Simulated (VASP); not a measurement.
# Ir (I4_1/amd) in VASP: a series of runs

Runs on Ir. Level: PBE. Tasks: single point.

Everything below comes from runs of VASP 6.6.1. Logs are shortened: lines on timing, memory, paths and dates and some standing lists are left out, and cuts for length are marked.

### Step 1. The cell of the first run

Symmetry: I4_1/amd, No. 141, tetragonal system. Conventional cell: a = 4.758 Å, b = 4.758 Å, c = 2.596 Å, α = 90.00°, β = 90.00°, γ = 90.00°. Ir (site symmetry -4m2) has 10 Ir at 2.47 to 3.07 Å within 3.3 Å.

### Step 2. Single point, PBE

INCAR

```
SYSTEM = Ir
PREC = Accurate ; ENCUT = 520
EDIFF = 1E-6 ; ISMEAR = 0
SIGMA = 0.1 ; LREAL = .FALSE.
LASPH = .TRUE. ; NELM = 100
ALGO = Normal ; ISIF = 2
LWAVE = .FALSE. ; LCHARG = .FALSE.
GGA = PE ; NBANDS = 16
```

KPOINTS

```
Automatic mesh
0
G
  8 8 8
  0 0 0
```

POSCAR

```
Ir
1.0
   -2.3790015229      2.3790015229      1.2977892458
    2.3790015229     -2.3790015229      1.2977892458
    2.3790015229      2.3790015229     -1.2977892458
Ir
2
Direct
    0.0000000000      0.0000000000      0.0000000000
    0.7500000000      0.2500000000      0.5000000000
```

Potentials or basis: VASP PAW PBE potentials, release 64 (Ir).

On the command line:

```
> cat potpaw_PBE.64/Ir/POTCAR > POTCAR
> mpirun -np 1 vasp_std > vasp.out
```

OUTCAR:

```text
SYSTEM = Ir
   PREC = Accurate
   ENCUT = 520
   EDIFF = 1E-6
   ISMEAR = 0
   LREAL = .FALSE.
   LASPH = .TRUE.
   NELM = 100
   ISIF = 2
   GGA = PE

 ion  position               nearest neighbor table
   1  0.000  0.000  0.000-   2 2.47   2 2.47   2 2.47   2 2.47   2 3.07   2 3.07   2 3.07   2 3.07

   2  0.750  0.250  0.500-   1 2.47   1 2.47   1 2.47   1 2.47   1 3.07   1 3.07   1 3.07   1 3.07

  LATTYP: Found a body centered tetragonal cell.
 ALAT       =     4.7580030458
 C/A-ratio  =     0.5455184594

  Lattice vectors:

 A1 = (  -2.3790015229,   2.3790015229,   1.2977892458)
 A2 = (   2.3790015229,  -2.3790015229,   1.2977892458)
 A3 = (   2.3790015229,   2.3790015229,  -1.2977892458)

Analysis of symmetry for initial positions (statically):
=====================================================================
 Subroutine PRICEL returns:
 Original cell was already a primitive cell.

 Routine SETGRP: Setting up the symmetry group for a
 body centered tetragonal supercell.

 Subroutine GETGRP returns: Found 16 space group operations
 (whereof  8 operations were pure point group operations)
 out of a pool of 16 trial point group operations.

The static configuration has the point symmetry D_2d.
 The point group associated with its full space group is D_4h.

Analysis of symmetry for dynamics (positions and initial velocities):
=====================================================================
 Subroutine PRICEL returns:
 Original cell was already a primitive cell.

 Routine SETGRP: Setting up the symmetry group for a
 body centered tetragonal supercell.

 Subroutine GETGRP returns: Found 16 space group operations
 (whereof  8 operations were pure point group operations)
 out of a pool of 16 trial point group operations.

The dynamic configuration has the point symmetry D_2d.
 The point group associated with its full space group is D_4h.

 Subroutine INISYM returns: Found 16 space group operations
 (whereof  8 operations are pure point group operations),
 and found     1 'primitive' translations

----------------------------------------------------------------------------------------

                                     Primitive cell

  volume of cell :      29.3801

  direct lattice vectors                    reciprocal lattice vectors
    -2.379001523  2.379001523  1.297789246     0.000000000  0.210172207  0.385270568
     2.379001523 -2.379001523  1.297789246     0.210172207  0.000000000  0.385270568
     2.379001523  2.379001523 -1.297789246     0.210172207  0.210172207  0.000000000

  length of vectors
     3.606044012  3.606044012  3.606044012     0.438868736  0.438868736  0.297228385

  position of ions in fractional coordinates (direct lattice)
     0.000000000  0.000000000  0.000000000
     0.750000000  0.250000000  0.500000000

  ion indices of the primitive-cell ions
   primitive index   ion index
                 1           1
                 2           2

----------------------------------------------------------------------------------------

 KPOINTS: Automatic mesh

Automatic generation of k-mesh.
 Grid dimensions read from file:
 generate k-points for:    8    8    8

 Generating k-lattice:

  Cartesian coordinates                     Fractional coordinates (reciprocal lattice)
     0.000000000  0.026271526  0.048158821     0.125000000 -0.000000000  0.000000000
     0.026271526  0.000000000  0.048158821    -0.000000000  0.125000000  0.000000000
     0.026271526  0.026271526  0.000000000     0.000000000  0.000000000  0.125000000

  Length of vectors
     0.054858592  0.054858592  0.037153548

  Shift w.r.t. Gamma in fractional coordinates (k-lattice)
     0.000000000  0.000000000  0.000000000

 Subroutine IBZKPT returns following result:
 ===========================================

 Found     59 irreducible k-points:

 Following reciprocal coordinates:
            Coordinates               Weight
  0.000000  0.000000  0.000000      1.000000
  0.125000  0.000000  0.000000      8.000000
  0.250000  0.000000  0.000000      8.000000
  0.375000 -0.000000  0.000000      8.000000
  0.500000  0.000000  0.000000      4.000000
  0.125000  0.125000  0.000000      8.000000
[... 16 lines left out ...]
  0.250000  0.125000  0.125000     16.000000
  0.375000  0.125000  0.125000      8.000000
 [... further k-points ...]
   k-points           NKPTS =     59   k-points in BZ     NKDIM =     59   number of bands    NBANDS=     16
   number of dos      NEDOS =    301   number of ions     NIONS =      2
   total plane-waves  NPLWV =  21952
   dimension x,y,z NGX =    28 NGY =   28 NGZ =   28
   dimension x,y,z NGXF=    56 NGYF=   56 NGZF=   56
   ions per type =               2
   NGX,Y,Z   is equivalent  to a cutoff of  12.91, 12.91, 12.91 a.u.
   NGXF,Y,Z  is equivalent  to a cutoff of  25.82, 25.82, 25.82 a.u.
 SYSTEM =  Ir
   PREC   = accura    normal or accurate (medium, high low for compatibility)
   ISTART =      0    job   : 0-new  1-cont  2-samecut
   ICHARG =      2    charge: 1-file 2-atom 10-const
   ISPIN  =      1    spin polarized calculation?
   LNONCOLLINEAR =      F non collinear calculations
   LSORBIT =      F    spin-orbit coupling
   LASPH  =      T    aspherical Exc in radial PAW
   ENCUT  =  520.0 eV  38.22 Ry    6.18 a.u.   6.70  6.70  6.70*2*pi/ulx,y,z
   NELM   =    100;   NELMIN=  2; NELMDL= -5     # of ELM steps
   EDIFF  = 0.1E-05   stopping-criterion for ELM
   LREAL  =      F    real-space projection
   EDIFFG = 0.1E-04   stopping-criterion for IOM
   NSW    =      0    number of steps for IOM
   IBRION =     -1    ionic relax: 0-MD 1-quasi-New 2-CG
   NFREE  =      0    steps in history (QN), initial steepest desc. (CG)
   ISIF   =      2    stress and relaxation
   ISYM   =      2    0-nonsym 1-usesym 2-fastsym
   POTIM  = 0.5000    time-step for ionic-motion
   TEBEG  =    0.0;   TEEND  =   0.0 temperature during run
   PSTRESS=    0.0 pullay stress
   NELECT =      18.0000    total number of electrons
   NUPDOWN=      -1.0000    fix difference up-down
   EMIN   =  10.00;   EMAX   =-10.00  energy-range for DOS
   EFERMI =   0.00;   METHOD = LEGACY
   ISMEAR =     0;   SIGMA  =   0.10  broadening in eV -4-tet -1-fermi 0-gaus
   EFERMI_NEDOS =   21; number of points for ismear=-14 and -15
   IALGO  =     38    algorithm
   IMIX   =      4    mixing-type and parameters
     AMIX     =   0.40;   BMIX     =  1.00
     AMIX_MAG =   1.60;   BMIX_MAG =  1.00
  volume/ion in A,a.u.               =      14.69        99.13
  Fermi-wavevector in a.u.,A,eV,Ry     =   1.390426  2.627524 26.303922  1.933284
  Thomas-Fermi vector in A             =   2.514362
   LORBIT       =      0    0 simple, 1 ext, 2 COOP (PROOUT), +10 PAW based schemes
   GGA     = PE    functional components
   LHFCALC =     F    Hartree Fock is set to
   AEXX    =    0.0000 exact exchange contribution
   IVDW    =     0    specifies the selected vdW correction
   LEPSILON=     F    determine dielectric tensor
   LRPA    =     F    only Hartree local field effects (RPA)
 non-spin polarized calculation
 Gauss-broadening in eV      SIGMA  =   0.10
  energy-cutoff  :      520.00
  volume of cell :       29.38
 maximum number of plane-waves:       809
   NGX = 13   NGY = 13   NGZ = 13

 number of electron      18.0000002 magnetization

 Free energy of the ion-electron system (eV)
  ---------------------------------------------------
  ext. energy  EPLUGINS =         0.00000000
  ---------------------------------------------------
  free energy    TOTEN  =       -16.02586839 eV

  energy without entropy =      -16.01608047  energy(sigma->0) =      -16.02097443

 E-fermi :   9.6411     XC(G=0): -13.6554

 val. band max:        9.6169784750   @ k =  -0.2500   0.2500   0.2500
 cond. band min:       9.6417537560   @ k =  -0.3750   0.2500  -0.0000
 fundamental gap:      0.0247752810
 Fermi energy:         9.6411104443

 k-point     1 :       0.0000    0.0000    0.0000
  band No.  band energies     occupation
      1      -0.8330      2.00000
      2       2.1036      2.00000
      3       3.2007      2.00000
      4       3.7922      2.00000
      5       4.6231      2.00000
      6       8.6772      2.00000
[... 8 lines left out ...]
     15      26.4584      0.00000
     16      26.4585      0.00000

 k-point     2 :       0.1250    0.0000    0.0000
  band No.  band energies     occupation
      1      -0.1936      2.00000
      2       2.4296      2.00000
      3       3.3335      2.00000
      4       4.5126      2.00000
      5       5.0218      2.00000
      6       7.0848      2.00000
[... 8 lines left out ...]
     15      26.2821      0.00000
     16      26.5260      0.00000

 k-point     3 :       0.2500    0.0000    0.0000
  band No.  band energies     occupation
      1       1.3744      2.00000
      2       3.1668      2.00000
      3       3.6264      2.00000
      4       5.1016      2.00000
      5       5.5553      2.00000
      6       6.1870      2.00000
[... 8 lines left out ...]
     15      25.3722      0.00000
     16      25.6125      0.00000

 k-point     4 :       0.3750   -0.0000    0.0000
  band No.  band energies     occupation
      1       2.5068      2.00000
      2       3.1696      2.00000
      3       3.7761      2.00000
      4       4.9370      2.00000
      5       5.7608      2.00000
      6       6.6554      2.00000
[... 8 lines left out ...]
     15      24.0432      0.00000
     16      24.9847      0.00000

 k-point     5 :       0.5000    0.0000    0.0000
  band No.  band energies     occupation
      1       2.6094      2.00000
      2       2.8980      2.00000
      3       4.1058      2.00000
      4       4.3606      2.00000
      5       6.6216      2.00000
      6       7.0180      2.00000
[... 8 lines left out ...]
     15      22.4751      0.00000
     16      24.3161      0.00000

 k-point     6 :       0.1250    0.1250    0.0000
  band No.  band energies     occupation
      1       1.1683      2.00000
      2       3.0420      2.00000
      3       3.6200      2.00000
      4       5.0593      2.00000
      5       5.3476      2.00000
      6       6.7731      2.00000
[... 8 lines left out ...]
     15      24.8250      0.00000
     16      25.7716      0.00000

 k-point     7 :       0.2500    0.1250    0.0000
  band No.  band energies     occupation
      1       2.4334      2.00000
      2       3.0263      2.00000
      3       4.0727      2.00000
      4       4.8060      2.00000
      5       5.5291      2.00000
      6       6.2526      2.00000
[... 8 lines left out ...]
     15      23.7135      0.00000
     16      25.4931      0.00000

 k-point     8 :       0.3750    0.1250    0.0000
  band No.  band energies     occupation
      1       2.6091      2.00000
      2       2.8132      2.00000
      3       4.2215      2.00000
      4       4.8235      2.00000
      5       6.1961      2.00000
      6       6.5356      2.00000
[... 8 lines left out ...]
     15      22.9438      0.00000
     16      24.3045      0.00000

 k-point     9 :       0.5000    0.1250    0.0000
  band No.  band energies     occupation
      1       2.7168      2.00000
      2       3.0549      2.00000
      3       4.1990      2.00000
      4       4.5438      2.00000
      5       6.3490      2.00000
      6       6.6584      2.00000
[... 8 lines left out ...]
     15      23.8912      0.00000
     16      24.8007      0.00000
[... 172 lines left out ...]
 k-point    19 :       0.5000    0.3750    0.0000
  band No.  band energies     occupation
      1       2.5110      2.00000
      2       3.2143      2.00000
      3       4.3657      2.00000
      4       4.6300      2.00000
      5       5.0839      2.00000
      6       6.0375      2.00000
[... 8 lines left out ...]
     15      24.3135      0.00000
     16      24.6870      0.00000

 k-point    20 :      -0.3750    0.3750    0.0000
  band No.  band energies     occupation
      1       1.4761      2.00000
      2       2.9466      2.00000
      3       4.0888      2.00000
      4       4.2853      2.00000
      5       4.6193      2.00000
      6       7.0122      2.00000
[... 8 lines left out ...]
     15      24.6252      0.00000
     16      24.8822      0.00000

 k-point    21 :       0.5000    0.5000    0.0000
  band No.  band energies     occupation
      1       2.4803      2.00000
      2       2.4803      2.00000
      3       4.4707      2.00000
      4       4.4707      2.00000
      5       5.7053      2.00000
      6       5.7053      2.00000
[... 8 lines left out ...]
     15      24.6096      0.00000
     16      24.6096      0.00000

 k-point    22 :       0.1250    0.1250    0.1250
  band No.  band energies     occupation
      1       1.8057      2.00000
      2       3.1259      2.00000
      3       4.0998      2.00000
      4       4.7596      2.00000
      5       5.4474      2.00000
      6       7.0256      2.00000
[... 8 lines left out ...]
     15      24.7151      0.00000
     16      24.9411      0.00000

 k-point    23 :       0.2500    0.1250    0.1250
  band No.  band energies     occupation
      1       2.6529      2.00000
      2       2.8657      2.00000
      3       4.2312      2.00000
      4       4.9211      2.00000
      5       5.5599      2.00000
      6       6.7705      2.00000
[... 8 lines left out ...]
     15      24.1715      0.00000
     16      25.8449      0.00000

 k-point    24 :       0.3750    0.1250    0.1250
  band No.  band energies     occupation
      1       2.6487      2.00000
      2       2.8257      2.00000
      3       3.7924      2.00000
      4       5.1130      2.00000
      5       5.4671      2.00000
      6       7.3879      2.00000
[... 8 lines left out ...]
     15      23.8728      0.00000
     16      25.1090      0.00000

 [... further k-points ...]
[... 5 lines left out ...]
  --------------------------------------------------------------------------------------
  -------------------------------------------------------------------------------------
  Total        5.4892973      5.4892973      7.8710721      0.0000000     -0.0000000      0.0000000
  in kB      299.3461879    299.3461879    429.2307936      0.0000000     -0.0000000      0.0000000
  external PRESSURE =     342.6410565 kB  Pullay stress =       0.0000000 kB

 VOLUME and BASIS-vectors are now :
 -----------------------------------------------------------------------------
  energy-cutoff  :      520.00
  volume of cell :       29.38
      direct lattice vectors                 reciprocal lattice vectors
    -2.379001523  2.379001523  1.297789246     0.000000000  0.210172207  0.385270568
     2.379001523 -2.379001523  1.297789246     0.210172207  0.000000000  0.385270568
     2.379001523  2.379001523 -1.297789246     0.210172207  0.210172207  0.000000000

 POSITION                                       TOTAL-FORCE (eV/Angst)
 -----------------------------------------------------------------------------------
      0.00000      0.00000      0.00000        -0.000000      0.000000      0.000000
     -0.00000      2.37900      0.64889         0.000000     -0.000000     -0.000000
 -----------------------------------------------------------------------------------
    total drift:                               -0.000000      0.000000      0.000000

  FREE ENERGIE OF THE ION-ELECTRON SYSTEM (eV)
  ---------------------------------------------------
  free  energy   TOTEN  =       -16.0258683877 eV

  energy  without entropy=      -16.0160804712  energy(sigma->0) =      -16.02097443
```

Run time: 41 s. Hardware: 1 thread of AMD EPYC 7R13, shared host; peak memory 0.14 GiB.

Results:

- Free energy: -16.0259 eV
- Pressure: 34.3 GPa
- Band gap on the k mesh: zero (band 9 reaches 11.22 eV, above the bottom of band 10 at 8.44 eV)

Caveat: spin-orbit coupling is left out, which moves the levels of the heavy elements.

(Part 1 of 2 ends here.)
